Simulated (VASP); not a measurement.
# Co (Fm-3m) in VASP: a series of runs, part 2 of 2

VASP 6.6.1. Earlier steps stand in the parts before.

## Step 3: Single point, r2SCAN, collinear spin, ferromagnetic start

File POSCAR:

```
Co
1.0
   -1.7917500000     -3.5835000000     -1.7917500000
   -1.7917500000      0.0000000000     -1.7917500000
    1.7917500000      0.0000000000     -1.7917500000
Co
2
Direct
    0.0000000000      0.0000000000      0.0000000000
    0.5000000000      0.0000000000      0.5000000000
```

File INCAR.step1:

```
PREC = Accurate
ENCUT = 660
ISMEAR = -1
SIGMA = 0.05
LREAL = F
LASPH = T
NELM = 200
ISPIN = 2
MAGMOM = 2.16 2.16
LMAXMIX = 4
ISYM = 0
NBANDS = 20
GGA = PE
ALGO = Normal
EDIFF = 1E-5
LWAVE = T
LCHARG = F
GGA_COMPAT = F
```

File INCAR.step2:

```
PREC = Accurate
ENCUT = 660
EDIFF = 1E-6
ISMEAR = -1
SIGMA = 0.05
LREAL = F
LASPH = T
NELM = 200
ALGO = Normal
ISIF = 2
LWAVE = F
LCHARG = T
ISPIN = 2
MAGMOM = 2.16 2.16
LORBIT = 11
LMAXMIX = 4
METAGGA = R2SCAN
LMIXTAU = T
LELF = T
LVHAR = T
ISYM = 0
NBANDS = 20
ISTART = 1
GGA_COMPAT = F
```

File KPOINTS:

```
regular mesh
0
Gamma
  7 12 10
```

Potentials or basis: VASP PAW PBE potentials, release 64 (Co).

Run with:

```sh
$ cat potpaw_PBE.64/Co/POTCAR > POTCAR
$ cp INCAR.step1 INCAR
$ mpirun -np 1 vasp_std > vasp.out
$ cp INCAR.step2 INCAR
$ mpirun -np 1 vasp_std > vasp.out
```

OUTCAR:

```text
PREC = Accurate
   ENCUT = 660
   EDIFF = 1E-6
   ISMEAR = -1
   LREAL = F
   LASPH = T
   NELM = 200
   ISIF = 2
   ISPIN = 2
   LORBIT = 11
   METAGGA = R2SCAN
   ISYM = 0
   ISTART = 1

 ion  position               nearest neighbor table
   1  0.000  0.000  0.000-   2 2.53   2 2.53   2 2.53   2 2.53   2 2.53   2 2.53   2 2.53   2 2.53

   2  0.500  0.000  0.500-   1 2.53   1 2.53   1 2.53   1 2.53   1 2.53   1 2.53   1 2.53   1 2.53

IMPORTANT INFORMATION: All symmetrisations will be switched off!
NOSYMM: (Re-)initialisation of all symmetry stuff for point group C_1.

----------------------------------------------------------------------------------------

                                     Primitive cell

  volume of cell :      23.0087

  direct lattice vectors                    reciprocal lattice vectors
    -1.791750000 -3.583500000 -1.791750000     0.000000000 -0.279056788  0.000000000
    -1.791750000  0.000000000 -1.791750000    -0.279056788  0.279056788 -0.279056788
     1.791750000  0.000000000 -1.791750000     0.279056788  0.000000000 -0.279056788

  length of vectors
     4.388873247  2.533917150  2.533917150     0.279056788  0.483340535  0.394645894

  position of ions in fractional coordinates (direct lattice)
     0.000000000  0.000000000  0.000000000
     0.500000000  0.000000000  0.500000000

  ion indices of the primitive-cell ions
   primitive index   ion index
                 1           1
                 2           2

----------------------------------------------------------------------------------------

 KPOINTS: regular mesh

Automatic generation of k-mesh.
 Grid dimensions read from file:
 generate k-points for:    7   12   10

 Generating k-lattice:

  Cartesian coordinates                     Fractional coordinates (reciprocal lattice)
     0.000000000 -0.039865255  0.000000000     0.142857143  0.000000000  0.000000000
    -0.023254732  0.023254732 -0.023254732     0.000000000  0.083333333  0.000000000
     0.027905679  0.000000000 -0.027905679     0.000000000  0.000000000  0.100000000

  Length of vectors
     0.039865255  0.040278378  0.039464589

  Shift w.r.t. Gamma in fractional coordinates (k-lattice)
     0.000000000  0.000000000  0.000000000

 -----------------------------------------------------------------------------
|                                                                             |
|           W    W    AA    RRRRR   N    N  II  N    N   GGGG   !!!           |
|           W    W   A  A   R    R  NN   N  II  NN   N  G    G  !!!           |
|           W    W  A    A  R    R  N N  N  II  N N  N  G       !!!           |
|           W WW W  AAAAAA  RRRRR   N  N N  II  N  N N  G  GGG   !            |
|           WW  WW  A    A  R   R   N   NN  II  N   NN  G    G                |
|           W    W  A    A  R    R  N    N  II  N    N   GGGG   !!!           |
|                                                                             |
|     Your reciprocal lattice and k-lattice belong to different lattice       |
|     classes:                                                                |
|                                                                             |
|        The reciprocal lattice is simple tetragonal,                         |
|        whereas your k-lattice is simple monoclinic.                         |
|                                                                             |
|     Results are often still useful ...                                      |
|                                                                             |
[... 49 lines left out ...]
   ISPIN  =      2    spin polarized calculation?
   LNONCOLLINEAR =      F non collinear calculations
   LSORBIT =      F    spin-orbit coupling
   LASPH  =      T    aspherical Exc in radial PAW
   ENCUT  =  660.0 eV  48.51 Ry    6.96 a.u.   9.19  5.31  5.31*2*pi/ulx,y,z
   NELM   =    200;   NELMIN=  2; NELMDL=  0     # of ELM steps
   EDIFF  = 0.1E-05   stopping-criterion for ELM
   LREAL  =      F    real-space projection
   EDIFFG = 0.1E-04   stopping-criterion for IOM
   NSW    =      0    number of steps for IOM
   IBRION =     -1    ionic relax: 0-MD 1-quasi-New 2-CG
   NFREE  =      0    steps in history (QN), initial steepest desc. (CG)
   ISIF   =      2    stress and relaxation
   ISYM   =      0    0-nonsym 1-usesym 2-fastsym
   POTIM  = 0.5000    time-step for ionic-motion
   TEBEG  =    0.0;   TEEND  =   0.0 temperature during run
   PSTRESS=    0.0 pullay stress
   NELECT =      18.0000    total number of electrons
   NUPDOWN=      -1.0000    fix difference up-down
   EMIN   =  10.00;   EMAX   =-10.00  energy-range for DOS
   EFERMI =   0.00;   METHOD = LEGACY
   ISMEAR =    -1;   SIGMA  =   0.05  broadening in eV -4-tet -1-fermi 0-gaus
   EFERMI_NEDOS =   21; number of points for ismear=-14 and -15
   IALGO  =     38    algorithm
   IMIX   =      4    mixing-type and parameters
     AMIX     =   0.40;   BMIX     =  1.00
     AMIX_MAG =   1.60;   BMIX_MAG =  1.00
  volume/ion in A,a.u.               =      11.50        77.64
  Fermi-wavevector in a.u.,A,eV,Ry     =   1.508464  2.850583 30.959558  2.275463
  Thomas-Fermi vector in A             =   2.618915
   LORBIT       =     11    0 simple, 1 ext, 2 COOP (PROOUT), +10 PAW based schemes
   METAGGA = R2SCAN    functional components
   LHFCALC =     F    Hartree Fock is set to
   AEXX    =    0.0000 exact exchange contribution
   IVDW    =     0    specifies the selected vdW correction
   LEPSILON=     F    determine dielectric tensor
   LRPA    =     F    only Hartree local field effects (RPA)
 spin polarized calculation
  energy-cutoff  :      660.00
  volume of cell :       23.01
 maximum number of plane-waves:       904
 NGX is ok and might be reduce to    40
   NGX = 19   NGY = 11   NGZ = 11

 number of electron      17.9999999 magnetization       3.6713486

 Free energy of the ion-electron system (eV)
  ---------------------------------------------------
  ext. energy  EPLUGINS =         0.00000000
  ---------------------------------------------------
  free energy    TOTEN  =       -26.43037903 eV

  energy without entropy =      -26.42008440  energy(sigma->0) =      -26.42523172

 E-fermi :   9.7904     XC(G=0): -14.2663

 val. band max:        9.7898765743   @ k =  -0.4286  -0.0833   0.2000
 cond. band min:       9.7907080708   @ k =  -0.1429   0.1667   0.0000
 fundamental gap:      0.0008314965
 Fermi energy:         9.7903961624

 spin component 1

 k-point     1 :       0.0000    0.0000    0.0000
  band No.  band energies     occupation
      1       0.4646      1.00000
      2       3.7759      1.00000
      3       4.6195      1.00000
      4       6.3963      1.00000
      5       6.3984      1.00000
      6       6.3992      1.00000
[... 541 lines left out ...]
     19      32.5806      0.00000
     20      33.8801      0.00000

 [... further k-points ...]

 spin component 2

 k-point     1 :       0.0000    0.0000    0.0000
  band No.  band energies     occupation
      1       0.0029      1.00000
      2       5.9539      1.00000
      3       6.1181      1.00000
      4       8.3507      1.00000
      5       8.3592      1.00000
      6       8.3699      1.00000
[... 541 lines left out ...]
     19      33.3256      0.00000
     20      34.7401      0.00000

 [... further k-points ...]
[... 5 lines left out ...]
  --------------------------------------------------------------------------------------
  -------------------------------------------------------------------------------------
  Total       -1.6489284     -1.5956001     -1.6485057      0.0088279      0.0087977     -0.0238137
  in kB     -114.8206925   -111.1072528   -114.7912559      0.6147163      0.6126157     -1.6582320
  external PRESSURE =    -113.5730671 kB  Pullay stress =       0.0000000 kB

 VOLUME and BASIS-vectors are now :
 -----------------------------------------------------------------------------
  energy-cutoff  :      660.00
  volume of cell :       23.01
      direct lattice vectors                 reciprocal lattice vectors
    -1.791750000 -3.583500000 -1.791750000     0.000000000 -0.279056788  0.000000000
    -1.791750000  0.000000000 -1.791750000    -0.279056788  0.279056788 -0.279056788
     1.791750000  0.000000000 -1.791750000     0.279056788  0.000000000 -0.279056788

 POSITION                                       TOTAL-FORCE (eV/Angst)
 -----------------------------------------------------------------------------------
      0.00000      0.00000      0.00000         0.000000      0.000000     -0.000000
      0.00000     -1.79175     -1.79175        -0.000000     -0.000000      0.000000
 -----------------------------------------------------------------------------------
    total drift:                                0.000007      0.000001      0.000000

  FREE ENERGIE OF THE ION-ELECTRON SYSTEM (eV)
  ---------------------------------------------------
  free  energy   TOTEN  =       -26.4303790338 eV

  energy  without entropy=      -26.4200843975  energy(sigma->0) =      -26.42523172

 total charge

# of ion       s       p       d       tot
------------------------------------------
    1        0.486   0.516   7.182   8.184
    2        0.486   0.516   7.182   8.184
--------------------------------------------------
tot          0.973   1.031  14.364  16.368

 magnetization (x)

# of ion       s       p       d       tot
------------------------------------------
    1       -0.001  -0.059   1.964   1.903
    2       -0.001  -0.059   1.964   1.903
--------------------------------------------------
tot         -0.002  -0.119   3.927   3.807
```

It took 13 min on 1 thread of Intel Xeon 6975P-C (Granite Rapids), shared host; peak memory 0.48 GiB.

Results:

| Quantity | Value |
| --- | --- |
| Free energy | -26.4304 eV |
| Pressure | -11.4 GPa |
| Net moment | 3.67 μB per cell |
| Site moments | Co +1.90 μB |
| Valence electrons inside the program's atomic spheres | Co 8.18 |

Caveat: the cell stands under tension; the PAW data sets were made with another functional, which shifts forces and pressure a little.
